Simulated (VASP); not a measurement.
# LiMg5 (P-62m) in VASP: notebook, part 2 of 2

VASP 6.6.1. The steps go on from the part before.

## 5. Single point, LDA

This run uses another cell than the first one, of 21.37 Å³/atom.

Contents of INCAR:

```
SYSTEM = LiMg5
PREC = Accurate
ENCUT = 520
EDIFF = 1E-6
ISMEAR = 0
SIGMA = 0.1
LREAL = .False.
LASPH = .True.
NELM = 100
ALGO = Normal
ISIF = 2
LWAVE = .False.
LCHARG = .True.
GGA = CA
LELF = .True.
LVHAR = .True.
NBANDS = 16
```

Contents of KPOINTS:

```
regular mesh
0
Gamma
  5 5 5
  0 0 0
```

Contents of POSCAR:

```
LiMg5
1.0
    5.4270002793      0.0000000000      0.0000000000
   -2.7135001396      4.6999202681      0.0000000000
    0.0000000000      0.0000000000      5.0273493134
Li Mg
1 5
Direct
    0.0000000000      0.0000000000      0.5000000000
    0.0000000000      0.6714210000      0.0000000000
    0.6714210000      0.0000000000      0.0000000000
    0.3285790000      0.3285790000      0.0000000000
    0.6666666667      0.3333333333      0.5000000000
    0.3333333333      0.6666666667      0.5000000000
```

Potentials or basis: VASP PAW LDA potentials, release 64 (Li_sv, Mg).

The run is started by

```
$ cat potpaw_LDA.64/Li_sv/POTCAR potpaw_LDA.64/Mg/POTCAR > POTCAR
$ mpirun -np 1 vasp_std > vasp.out
```

OUTCAR:

```text
SYSTEM = LiMg5
   PREC = Accurate
   ENCUT = 520
   EDIFF = 1E-6
   ISMEAR = 0
   LREAL = .False.
   LASPH = .True.
   NELM = 100
   ISIF = 2
   GGA = CA

 ion  position               nearest neighbor table
   1  0.000  0.000  0.500-   3 3.08   3 3.08   2 3.08   2 3.08   4 3.08   4 3.08
   2  0.000  0.671  0.000-   1 3.08   1 3.08   3 3.09   4 3.09   6 3.10   6 3.10   5 3.10   5 3.10
                             3 3.16   4 3.16   4 3.16   3 3.16
   3  0.671  0.000  0.000-   1 3.08   1 3.08   2 3.09   4 3.09   5 3.10   5 3.10   6 3.10   6 3.10
                             4 3.16   2 3.16   2 3.16   4 3.16
   4  0.329  0.329  0.000-   1 3.08   1 3.08   3 3.09   2 3.09   5 3.10   5 3.10   6 3.10   6 3.10
                             3 3.16   2 3.16   2 3.16   3 3.16
   5  0.667  0.333  0.500-   4 3.10   4 3.10   3 3.10   3 3.10   2 3.10   2 3.10   6 3.13   6 3.13
                             6 3.13
   6  0.333  0.667  0.500-   2 3.10   2 3.10   3 3.10   3 3.10   4 3.10   4 3.10   5 3.13   5 3.13
                             5 3.13

  LATTYP: Found a hexagonal cell.
 ALAT       =     5.4270002793
 C/A-ratio  =     0.9263587718

  Lattice vectors:

 A1 = (   5.4270002793,   0.0000000000,   0.0000000000)
[... 182 lines left out ...]
 k-point     1 :       0.0000    0.0000    0.0000
  band No.  band energies     occupation
      1     -43.0574      2.00000
      2      -4.3064      2.00000
      3       1.0180      2.00000
      4       1.6812      2.00000
      5       1.8774      2.00000
      6       1.9835      2.00000
[... 262 lines left out ...]
      3      -1.4815      2.00000
      4      -0.6035      2.00000
      5      -0.4382      2.00000
      6       0.0309      2.00000
[... 8 lines left out ...]
     15       8.4537      0.00000
     16       9.4917      0.00000

------------------------ aborting loop because EDIFF is reached ----------------------------------------

  FORCE on cell =-STRESS in cart. coord.  units (eV):
  Direction    XX          YY          ZZ          XY          YZ          ZX
  --------------------------------------------------------------------------------------
  -------------------------------------------------------------------------------------
  Total       -0.9554752     -0.9554753     -0.4627888     -0.0000000      0.0000000     -0.0000000
  in kB      -11.9382487    -11.9382495     -5.7823452     -0.0000000      0.0000000     -0.0000000
  external PRESSURE =      -9.8862811 kB  Pullay stress =       0.0000000 kB

 VOLUME and BASIS-vectors are now :
 -----------------------------------------------------------------------------
  energy-cutoff  :      520.00
  volume of cell :      128.23
      direct lattice vectors                 reciprocal lattice vectors
     5.427000279  0.000000000  0.000000000     0.184263856  0.106384783  0.000000000
    -2.713500140  4.699920268  0.000000000     0.000000000  0.212769567  0.000000000
     0.000000000  0.000000000  5.027349313     0.000000000  0.000000000  0.198911979

 POSITION                                       TOTAL-FORCE (eV/Angst)
 -----------------------------------------------------------------------------------
      0.00000      0.00000      2.51367         0.000000      0.000000      0.000000
     -1.82190      3.15563      0.00000         0.032798     -0.056808     -0.000000
      3.64380      0.00000      0.00000        -0.065597      0.000000      0.000000
      0.89160      1.54430      0.00000         0.032798      0.056808      0.000000
      2.71350      1.56664      2.51367         0.000000      0.000000      0.000000
     -0.00000      3.13328      2.51367         0.000000      0.000000      0.000000
 -----------------------------------------------------------------------------------
    total drift:                                0.000000      0.000000      0.000000

  FREE ENERGIE OF THE ION-ELECTRON SYSTEM (eV)
  ---------------------------------------------------
  free  energy   TOTEN  =       -11.2985971449 eV

  energy  without entropy=      -11.2865477485  energy(sigma->0) =      -11.29257245
```

OSZICAR:

```text
N       E                     dE             d eps       ncg     rms          rms(c)
DAV:   1     0.169621587677E+02    0.16962E+02   -0.43095E+03   480   0.613E+02
DAV:   2    -0.805977430327E+01   -0.25022E+02   -0.23705E+02   680   0.103E+02
DAV:   3    -0.114218164560E+02   -0.33620E+01   -0.33216E+01   848   0.197E+01
DAV:   4    -0.114660715626E+02   -0.44255E-01   -0.44238E-01   552   0.376E+00
DAV:   5    -0.114669332990E+02   -0.86174E-03   -0.86154E-03   640   0.446E-01    0.170E+00
DAV:   6    -0.113483177078E+02    0.11862E+00   -0.77023E-02   584   0.900E-01    0.103E+00
DAV:   7    -0.113010903437E+02    0.47227E-01   -0.81442E-02   624   0.913E-01    0.279E-01
DAV:   8    -0.112986725237E+02    0.24178E-02   -0.96975E-03   592   0.452E-01    0.365E-02
DAV:   9    -0.112986170597E+02    0.55464E-04   -0.41590E-04   616   0.990E-02    0.168E-02
DAV:  10    -0.112985973427E+02    0.19717E-04   -0.42802E-05   632   0.317E-02    0.327E-03
DAV:  11    -0.112985971449E+02    0.19788E-06   -0.39554E-06   576   0.990E-03
   1 F= -.11298597E+02 E0= -.11292572E+02  d E =-.120494E-01
```

stdout:

```text
POSCAR found type information on POSCAR LiMg
 POSCAR found :  2 types and       6 ions
 scaLAPACK will be used
 LDA part: xc-table for (Slater(with rela. corr.)+CA(PZ))
 , standard interpolation
 POSCAR, INCAR and KPOINTS ok, starting setup
 FFT: planning ... GRIDC
 FFT: planning ... GRID_SOFT
 FFT: planning ... GRID
 WAVECAR not read
 entering main loop
```

Run time: 58 s. Hardware: 1 thread of AMD EPYC 7R13, shared host; peak memory 0.17 GiB.

What came out:

- Free energy: -11.2986 eV
- Largest force: 0.066 eV/Å
- Band gap on the k mesh: zero (an odd number of electrons rules out a gap without spin polarisation)

Forces in eV/Å, atoms in the order of the input:
```
Li   0.000  0.000  0.000
Mg   0.033 -0.057  0.000
Mg  -0.066  0.000  0.000
Mg   0.033  0.057  0.000
Mg   0.000  0.000  0.000
Mg   0.000  0.000  0.000
```

Caveat: the cutoff is under 1.25 times the usual one of these potentials, so pressure, stress and relaxed cells hold a basis-set (Pulay) error.

## 6. Overview

| cell | gap on the mesh (eV) | largest force (eV/Å) |
| --- | --- | --- |
| a = 5.284, b = 5.284, c = 4.895 Å, angles 90.0, 90.0, 120.0°, 6 atoms | none | 0.04 |
| a = 5.333, b = 5.333, c = 4.940 Å, angles 90.0, 90.0, 120.0°, 6 atoms | none | 0.05 |
| a = 5.380, b = 5.380, c = 4.984 Å, angles 90.0, 90.0, 120.0°, 6 atoms | none | 0.06 |
| a = 5.427, b = 5.427, c = 5.027 Å, angles 90.0, 90.0, 120.0°, 6 atoms | none | 0.07 |

Alike in all rows: task single point; level LDA; potentials or basis VASP PAW LDA potentials, release 64 (Li_sv, Mg); no spin polarisation; k mesh 5 × 5 × 5; cutoff (eV) 520; smearing gaussian 0.1 eV.

Caveats: the cutoff is under 1.25 times the usual one of these potentials, so pressure, stress and relaxed cells hold a basis-set (Pulay) error.

Absolute energies hang on the potentials; compare differences alone.
